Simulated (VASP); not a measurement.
InAgTe2:

```
In Ag Te
1.0
    -3.23360    3.23360    6.31655
     3.23360   -3.23360    6.31655
     3.23360    3.23360   -6.31655
In Ag Te
2 2 4
Direct
  0.50000 0.50000 0.00000
  0.25000 0.75000 0.50000
  0.00000 0.00000 0.00000
  0.75000 0.25000 0.50000
  0.37500 0.38680 0.51180
  0.61320 0.12500 0.98820
  0.87500 0.86320 0.48820
  0.13680 0.62500 0.01180
```

```yaml
Program: VASP 6.6.1
Task: relaxation of cell and atoms
Functional: PBE
Potentials_or_basis: VASP PAW PBE potentials, release 64 (In_d, Ag, Te)
Cutoff: 500 eV
k_mesh: 4 × 4 × 4
Occupations: gaussian, width 0.1 eV
Spin: no spin polarisation
```

At the start: pressure 3.2 GPa; volume 33.02 Å³/atom.

Question: Where does the relaxation end?

Answer: Over 7 steps the energy falls by 42.6 meV/atom and the volume is 35.12 Å³/atom (+6.3 %); space group I-42d (No. 122, to 0.05 Å).

Step by step:
```
step  energy change (eV)  largest force (eV/Å)  pressure (GPa)  volume (Å³)
   1              0.0000                0.9068            3.24       264.19
   2             -0.2611                0.3251           -0.94       290.56
   3             -0.2695                0.4017           -0.41       286.18
   4             -0.3036                0.2965           -0.27       284.16
   5             -0.3391                0.0059            0.20       278.79
   6             -0.3394                0.0236            0.15       279.29
   7             -0.3405                0.0066           -0.09       280.95
```

Final structure:
```yaml
crystal:
  lattice:
    - [-3.29765, 3.29765, 6.45884]
    - [3.29765, -3.29765, 6.45884]
    - [3.29765, 3.29765, -6.45884]
  atoms:
    - { symbol: In, position: [0.50000, 0.50000, 0.00000] }
    - { symbol: In, position: [0.25000, 0.75000, 0.50000] }
    - { symbol: Ag, position: [0.00000, 0.00000, 0.00000] }
    - { symbol: Ag, position: [0.75000, 0.25000, 0.50000] }
    - { symbol: Te, position: [0.37500, 0.36943, 0.49443] }
    - { symbol: Te, position: [0.63057, 0.12500, 0.00557] }
    - { symbol: Te, position: [0.87500, 0.88057, 0.50557] }
    - { symbol: Te, position: [0.11943, 0.62500, 0.99443] }
```

Caveat: the relaxation stopped at a loose force limit of 0.05 eV/Å, so its end isn't a converged minimum.
